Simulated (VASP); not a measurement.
Here is a VASP 6.6.1 calculation.

Contents of INCAR:

```
ALGO     = Normal         # electronic algorithm
EDIFF    = 1E-6           # SCF threshold, eV
ENCUT    = 520            # plane-wave cutoff, eV
GGA      = PE             # functional
ISIF     = 2              # what is computed and relaxed
ISMEAR   = 0              # smearing method
LASPH    = T              # aspherical terms in the spheres
LCHARG   = F              # write CHGCAR
LREAL    = F              # projectors in reciprocal space
LWAVE    = F              # write WAVECAR
NBANDS   = 16             # bands
NELM     = 60             # most SCF steps
PREC     = Accurate       # precision mode
SIGMA    = 0.1            # smearing width, eV
```

The input KPOINTS:

```
k-points
0
Gamma
  14 14 4
```

File POSCAR:

```
Al2B2As
1.0
    2.7445746473      0.0000000000      0.0000000000
    0.0000000000      2.7445746473      0.0000000000
    0.0000000000      0.0000000000      9.1127793232
Al B As
2 2 1
Direct
    0.5000000000      0.5000000000      0.7408186484
    0.5000000000      0.5000000000      0.2591813516
    0.0000000000      0.0000000000      0.5000000000
    0.5000000000      0.5000000000      0.5000000000
    0.0000000000      0.0000000000      0.0000000000
```

Potentials or basis: VASP PAW PBE potentials, release 64 (Al, B, As).

Command:

```bash
$ cat potpaw_PBE.64/Al/POTCAR potpaw_PBE.64/B/POTCAR potpaw_PBE.64/As/POTCAR > POTCAR
$ mpirun -np 1 vasp_std > vasp.out
```

Estimate the pressure.

0.0 GPa.
